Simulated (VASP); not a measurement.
# AlN (P6_3mc) in VASP: further runs, part 3 of 4

VASP 6.6.1. The steps go on from the part before.

## 5. Electric field gradients, PBEsol (zz strain of -1 %)

INCAR reads:

```
PREC     = Accurate       # precision mode
ENCUT    = 520            # plane-wave cutoff, eV
EDIFF    = 1E-8           # SCF threshold, eV
ISMEAR   = -1             # smearing method
SIGMA    = 0.03           # smearing width, eV
LREAL    = F              # projectors in reciprocal space
LASPH    = T              # aspherical terms in the spheres
NELM     = 80             # most SCF steps
ALGO     = Normal         # electronic algorithm
ISIF     = 2              # what is computed and relaxed
LWAVE    = F              # write WAVECAR
LCHARG   = F              # write CHGCAR
GGA      = PS             # functional
LEFG     = T            
NBANDS   = 16             # bands
```

KPOINTS reads:

```
regular mesh
0
Gamma
  10 10 6
```

POSCAR reads:

```
AlN
1.0
    3.1110021516      0.0000000000      0.0000000000
   -1.5555010758      2.6942068945      0.0000000000
    0.0000000000      0.0000000000      4.9282200000
Al N
2 2
Direct
    0.3333333333      0.6666666667      0.0000000000
    0.6666666667      0.3333333333      0.5000000000
    0.3333333333      0.6666666667      0.3850000000
    0.6666666667      0.3333333333      0.8850000000
```

Potentials or basis: VASP PAW PBE potentials, release 64 (Al, N).

On the command line:

```
cat potpaw_PBE.64/Al/POTCAR potpaw_PBE.64/N/POTCAR > POTCAR
mpirun -np 1 vasp_std > vasp.out
```

OUTCAR:

```text
PREC = Accurate
   ENCUT = 520
   EDIFF = 1E-8
   ISMEAR = -1
   LREAL = F
   LASPH = T
   NELM = 80
   ISIF = 2
   GGA = PS

 ion  position               nearest neighbor table
   1  0.333  0.667  0.000-   4 1.88   4 1.88   4 1.88   3 1.90   2 3.05   2 3.05   2 3.05   2 3.05
                             2 3.05   2 3.05
   2  0.667  0.333  0.500-   3 1.88   3 1.88   3 1.88   4 1.90   1 3.05   1 3.05   1 3.05   1 3.05
                             1 3.05   1 3.05
   3  0.333  0.667  0.385-   2 1.88   2 1.88   2 1.88   1 1.90
   4  0.667  0.333  0.885-   1 1.88   1 1.88   1 1.88   2 1.90

  LATTYP: Found a hexagonal cell.
 ALAT       =     3.1110021516
 C/A-ratio  =     1.5841261947

  Lattice vectors:

 A1 = (   3.1110021516,   0.0000000000,   0.0000000000)
 A2 = (  -1.5555010758,   2.6942068945,   0.0000000000)
 A3 = (   0.0000000000,   0.0000000000,   4.9282200000)

Analysis of symmetry for initial positions (statically):
=====================================================================
 Subroutine PRICEL returns:
 Original cell was already a primitive cell.

 Routine SETGRP: Setting up the symmetry group for a
 hexagonal supercell.

 Subroutine GETGRP returns: Found 12 space group operations
 (whereof  6 operations were pure point group operations)
 out of a pool of 24 trial point group operations.

The static configuration has the point symmetry C_3v.
 The point group associated with its full space group is C_6v.

Analysis of symmetry for dynamics (positions and initial velocities):
=====================================================================
[... 612 lines left out ...]
      4       1.7172      2.00000
      5       3.0596      2.00000
      6       3.8091      2.00000
[... 8 lines left out ...]
     15      18.7449      0.00000
     16      21.0929      0.00000

 [... further k-points ...]
[... 5 lines left out ...]
  --------------------------------------------------------------------------------------
  -------------------------------------------------------------------------------------
  Total        0.4920975      0.4920975      0.9515289      0.0000000      0.0000000     -0.0000000
  in kB       19.0871190     19.0871190     36.9072118      0.0000000      0.0000000     -0.0000000
  external PRESSURE =      25.0271499 kB  Pullay stress =       0.0000000 kB

 VOLUME and BASIS-vectors are now :
 -----------------------------------------------------------------------------
  energy-cutoff  :      520.00
  volume of cell :       41.31
      direct lattice vectors                 reciprocal lattice vectors
     3.111002152  0.000000000  0.000000000     0.321439829  0.185583372  0.000000000
    -1.555501076  2.694206895  0.000000000     0.000000000  0.371166744  0.000000000
     0.000000000  0.000000000  4.928220000     0.000000000  0.000000000  0.202913019

 POSITION                                       TOTAL-FORCE (eV/Angst)
 -----------------------------------------------------------------------------------
     -0.00000      1.79614      0.00000        -0.000000      0.000000      0.052517
      1.55550      0.89807      2.46411        -0.000000     -0.000000      0.052517
     -0.00000      1.79614      1.89736        -0.000000      0.000000     -0.052517
      1.55550      0.89807      4.36147         0.000000     -0.000000     -0.052517
 -----------------------------------------------------------------------------------
    total drift:                               -0.000000      0.000000     -0.000780

  FREE ENERGIE OF THE ION-ELECTRON SYSTEM (eV)
  ---------------------------------------------------
  free  energy   TOTEN  =       -31.3055612595 eV

  energy  without entropy=      -31.3055612595  energy(sigma->0) =      -31.30556126

 Electric field gradients (V/A^2)
---------------------------------------------------------------------
 ion       V_xx      V_yy      V_zz      V_xy      V_xz      V_yz
---------------------------------------------------------------------
   1      -3.126    -3.126     6.252     0.000    -0.000     0.000
   2      -3.126    -3.126     6.252     0.000     0.000    -0.000
   3       0.611     0.611    -1.221    -0.000     0.000    -0.000
   4       0.611     0.611    -1.221    -0.000    -0.000     0.000
---------------------------------------------------------------------

 Electric field gradients after diagonalization (V/A^2)
 (convention: |V_zz| > |V_xx| > |V_yy|)
----------------------------------------------------------------------
 ion       V_xx      V_yy      V_zz     asymmetry (V_yy - V_xx)/ V_zz
----------------------------------------------------------------------
   1      -3.126    -3.126     6.252       0.000
   2      -3.126    -3.126     6.252       0.000
   3       0.611     0.611    -1.221       0.000
   4       0.611     0.611    -1.221       0.000
----------------------------------------------------------------------

           NMR quadrupolar parameters

 Cq : quadrupolar parameter    Cq=e*Q*V_zz/h
 eta: asymmetry parameters     (V_yy - V_xx)/ V_zz
 Q  : nuclear electric quadrupole moment in mb (millibarn)
----------------------------------------------------------------------
 ion       Cq(MHz)       eta       Q (mb)
----------------------------------------------------------------------
   1       0.015       0.000       1.000
   2       0.015       0.000       1.000
   3      -0.003       0.000       1.000
   4      -0.003       0.000       1.000
----------------------------------------------------------------------
```

OSZICAR:

```text
N       E                     dE             d eps       ncg     rms          rms(c)
DAV:   1     0.404581402345E+02    0.40458E+02   -0.73006E+03  1792   0.892E+02
DAV:   2    -0.323770828397E+02   -0.72835E+02   -0.67491E+02  2536   0.189E+02
DAV:   3    -0.357779580296E+02   -0.34009E+01   -0.33927E+01  2248   0.420E+01
DAV:   4    -0.357985617577E+02   -0.20604E-01   -0.20602E-01  2264   0.370E+00
DAV:   5    -0.357988285216E+02   -0.26676E-03   -0.26676E-03  2208   0.423E-01    0.118E+01
DAV:   6    -0.313597910793E+02    0.44390E+01   -0.95331E+00  2152   0.224E+01    0.421E+00
DAV:   7    -0.313427853765E+02    0.17006E-01   -0.62727E-01  1960   0.551E+00    0.291E+00
DAV:   8    -0.313100966621E+02    0.32689E-01   -0.71445E-02  2016   0.226E+00    0.588E-01
DAV:   9    -0.313052776430E+02    0.48190E-02   -0.12500E-02  2400   0.834E-01    0.249E-01
DAV:  10    -0.313056361221E+02   -0.35848E-03   -0.13991E-03  1888   0.244E-01    0.154E-01
DAV:  11    -0.313055626061E+02    0.73516E-04   -0.11780E-04  2112   0.799E-02    0.327E-02
DAV:  12    -0.313055617226E+02    0.88352E-06   -0.52048E-06  2112   0.195E-02    0.599E-03
DAV:  13    -0.313055612144E+02    0.50819E-06   -0.21168E-06  2240   0.109E-02    0.385E-03
DAV:  14    -0.313055612355E+02   -0.21125E-07   -0.14728E-07  1992   0.327E-03    0.111E-03
DAV:  15    -0.313055612588E+02   -0.23295E-07   -0.84205E-09  1248   0.697E-04    0.240E-04
DAV:  16    -0.313055612595E+02   -0.71554E-09   -0.60329E-10  1032   0.292E-04
   1 F= -.31305561E+02 E0= -.31305561E+02  d E =-.129176E-10
```

stdout:

```text
POSCAR found type information on POSCAR AlN
 POSCAR found :  2 types and       4 ions
 scaLAPACK will be used
 -----------------------------------------------------------------------------
|                                                                             |
|                                                                             |
|     You enforced a specific xc type in the INCAR file but a different       |
|     I HOPE YOU KNOW WHAT YOU ARE DOING!                                     |
|                                                                             |
 -----------------------------------------------------------------------------

 LDA part: xc-table for (Slater+PW92), standard interpolation
 POSCAR, INCAR and KPOINTS ok, starting setup
 FFT: planning ... GRIDC
 FFT: planning ... GRID_SOFT
 FFT: planning ... GRID
 WAVECAR not read
 entering main loop
ion   1

ion   2

ion   3

ion   4
```

Wall time 29 s (1 thread of Intel Xeon 6975P-C (Granite Rapids), shared host); peak memory 0.16 GiB.

What came out:

| Quantity | Value |
| --- | --- |
| Free energy | -31.3056 eV |
| Pressure | 2.5 GPa |
| Largest force | 0.053 eV/Å |
| Band gap on the k mesh | 4.15 eV, direct |

Forces on the atoms (eV/Å):
```
Al   0.000  0.000  0.053
Al   0.000  0.000  0.053
N    0.000  0.000 -0.053
N    0.000  0.000 -0.053
```

Stress tensor (GPa, compression positive):
```
1.91 0.00 0.00
0.00 1.91 0.00
0.00 0.00 3.69
```

Electric field gradients, principal values (V/Å²):
```
atom   least  middle  greatest (by size)
1 Al  -3.126  -3.126               6.252
2 Al  -3.126  -3.126               6.252
 3 N   0.611   0.611              -1.221
 4 N   0.611   0.611              -1.221
```

Caveat: the cell differs from its parent crystal (zz strain of -1 %); without QUAD_EFG the Cq values of the log hold for a quadrupole moment of 1 mb, not for the nuclei; the PAW data sets were made with another functional, which shifts forces and pressure a little.

(Part 3 of 4 ends here.)
